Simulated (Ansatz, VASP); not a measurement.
# One calculation of PbS, two programs

POSCAR

```
PbS
1.0
    5.9555789856      0.0000000000      0.0000000000
    0.0000000000      2.9685400393      2.9685400630
    0.0000000000     -2.9685400393      2.9685400630
Pb S
2 2
Direct
    0.7498944079      0.2605182553      0.7605182553
    0.2501055921      0.7605182553      0.2605182553
    0.7496622065      0.7604817447      0.2604817447
    0.2503377935      0.2604817447      0.7604817447
```

INCAR.step1

```
  ALGO = Normal
  EDIFF = 1E-4
  ENCUT = 520
  GGA = PE
  ISMEAR = 0
  LASPH = T
  LCHARG = F
  LREAL = F
  LWAVE = T
  NBANDS = 28
  NELM = 100
  PREC = Accurate
  SIGMA = 0.01
```

Contents of INCAR.step2:

```
  ALGO = Normal
  EDIFF = 1E-7
  ENCUT = 520
  ISIF = 2
  ISMEAR = 0
  ISTART = 1
  LASPH = T
  LCHARG = F
  LMIXTAU = T
  LREAL = F
  LWAVE = F
  METAGGA = R2SCAN
  NBANDS = 28
  NELM = 100
  PREC = Accurate
  SIGMA = 0.01
```

Contents of KPOINTS:

```
k-points
0
Gamma
  4 6 6
```

Input for Ansatz:

```yaml
crystal:
  lattice:
    - [5.9555789856, 0.0, 0.0]
    - [0.0, 2.9685400393, 2.968540063]
    - [0.0, -2.9685400393, 2.968540063]
  atoms:
    - { symbol: Pb, position: [0.7498944079, 0.2605182553, 0.7605182553] }
    - { symbol: Pb, position: [0.2501055921, 0.7605182553, 0.2605182553] }
    - { symbol: S, position: [0.7496622065, 0.7604817447, 0.2604817447] }
    - { symbol: S, position: [0.2503377935, 0.2604817447, 0.7604817447] }
kpoints:
  mp_grid: { grid: [4, 6, 6] }
  band_path:
    path:
      - [0.0, 0.0, 0.0]
      - [0.0, 0.0, 0.5]
      - [0.0, 0.5, 0.500000004]
      - [0.5, 0.0, 0.0]
      - [0.5, 0.0, 0.5]
      - [0.5, 0.5, 0.500000004]
    npoints: 1
hamiltonian:
  xc: r2scan
scf:
  occupations: { method: fixed }
  n_extra_bands: 5
output:
  forces: true
  stress: true
  eigenvalues: true
```

Alike in both runs: task single point; functional r2SCAN; k mesh 4 × 6 × 6; no spin polarisation.

```csv
,VASP,Ansatz
version,VASP 6.6.1,Ansatz 0.2.0
potentials or method,"VASP PAW PBE potentials, release 64 (Pb_d, S)","plane waves, PAW"
plane-wave cutoff (eV),520,500
occupations,"gaussian, width 0.01 eV",fixed
valence electrons in the cell,40,40
```

|  | VASP | Ansatz | Ansatz less VASP |
| --- | --- | --- | --- |
| gap on the k mesh at the Fermi level (eV) | 0.64 | 0.63 | -0.010 |
| pressure (GPa) | 1.0 | 1.0 | +0.02 |

VASP's potentials were made for PBE, not for r2SCAN.

Neither program's run includes spin-orbit coupling.
